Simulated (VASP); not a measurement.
Runs of VASP 6.6.1 on ZrSi2. The structure is that of space group I4/mmm (No. 139), or close to it. The cells are those of the table. The cell was generated, and may not be a known phase.

```csv
task,spin,cell,k mesh,cutoff (eV),gap on the mesh (eV),pressure (GPa),relaxed volume (Å³/atom)
single point,off,"a = 4.410 Å, angles 105.8, 105.8, 117.2°, 3 atoms",6 × 6 × 6,520,none,0.0,-
single point,off,"a = 4.510 Å, angles 129.4, 129.4, 74.4°, 3 atoms",6 × 6 × 6,520,none,(a),-
relaxation of cell and atoms,off,"relaxed from a = 4.510 Å, angles 129.4, 129.4, 74.4°, 3 atoms",6 × 6 × 6,600,none,0.0,21.67
single point,collinear,"a = 4.410 Å, angles 105.8, 105.8, 117.2°, 3 atoms",6 × 6 × 6,520,none,0.0,-
relaxation of cell and atoms,off,"relaxed from a = 4.410 Å, angles 105.8, 105.8, 117.2°, 3 atoms",14 × 14 × 14,600,none,0.0,21.76
single point,off,"a = 4.413 Å, angles 105.9, 105.9, 117.0°, 3 atoms",14 × 14 × 14,520,none,0.0,-
```

Alike in all rows: level PBE; potentials or basis VASP PAW PBE potentials, release 64 (Zr_sv, Si); smearing gaussian 0.1 eV.

Problem. Estimate the missing entries.

Solution. (a) 95.9.

Caveats: the stress differs along the axes, from -6 to 147 GPa (at least some runs); the volume moved by over 15 % at a fixed basis, so the end points are rough (at least some runs).

A k mesh can miss the band edges, and the runs leave out spin-orbit coupling on Zr.

A gap of «none» marks levels without a gap at the run's occupations.
